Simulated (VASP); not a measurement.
Crystal: Cd2S.

```
CELL_PARAMETERS angstrom
4.61964 0.00000 0.00000
0.00000 4.61964 0.00000
0.00000 0.00000 4.07569
ATOMIC_POSITIONS crystal
Cd 0.00000 0.50000 0.33612
Cd 0.50000 0.00000 0.33612
S 0.00000 0.00000 0.28373
```

| Property | Result |
| --- | --- |
| Program | VASP 6.6.1 |
| Task | relaxation of cell and atoms |
| Functional | PBE |
| Potentials or basis | VASP PAW PBE potentials, release 64 (Cd, S) |
| Cutoff | 600 eV |
| k mesh | 4 × 4 × 4 |
| Occupations | gaussian, width 0.1 eV |
| Spin | no spin polarisation |

At the start: pressure 12.9 GPa; volume 28.99 Å³/atom.

How do energy, volume and symmetry change on relaxing?

Over 15 steps the energy falls by 370.9 meV/atom and the volume is 34.13 Å³/atom (+17.7 %); space group P4mm (No. 99, to 0.05 Å).

The path:
```
step  energy change (eV)  largest force (eV/Å)  pressure (GPa)  volume (Å³)
   1              0.0000                0.8481           12.85        86.98
   2             -1.0066                0.2859           -1.70       118.66
   3             -1.0736                0.1482            0.31       108.86
   4             -1.0764                0.1810           -0.27       110.83
   5             -1.0767                0.1728           -0.14       110.32
   6             -1.0806                0.1641           -0.15       109.86
   7             -1.0911                0.1388           -0.22       108.46
   8             -1.1059                0.0867           -0.34       105.64
   9             -1.0902                0.0069           -0.39        99.84
  10             -1.1086                0.0663           -0.39       104.15
  11             -1.1114                0.0432            0.18       101.79
  12             -1.1116                0.0471            0.08       102.19
  13             -1.1116                0.0469            0.07       102.23
  14             -1.1119                0.0431            0.07       102.27
  15             -1.1127                0.0311            0.04       102.39
```

Final structure:
```
Cd S
1.0
     5.22191    0.00000    0.00000
     0.00000    5.22191    0.00000
     0.00000    0.00000    3.75494
Cd S
2 1
Direct
  0.00000 0.50000 0.32332
  0.50000 0.00000 0.32332
  0.00000 0.00000 0.30934
```

Caveat: the k points lie up to 0.42 Å⁻¹ apart in the final cell; the volume moved by over 15 % at a fixed basis, so the end points are rough.
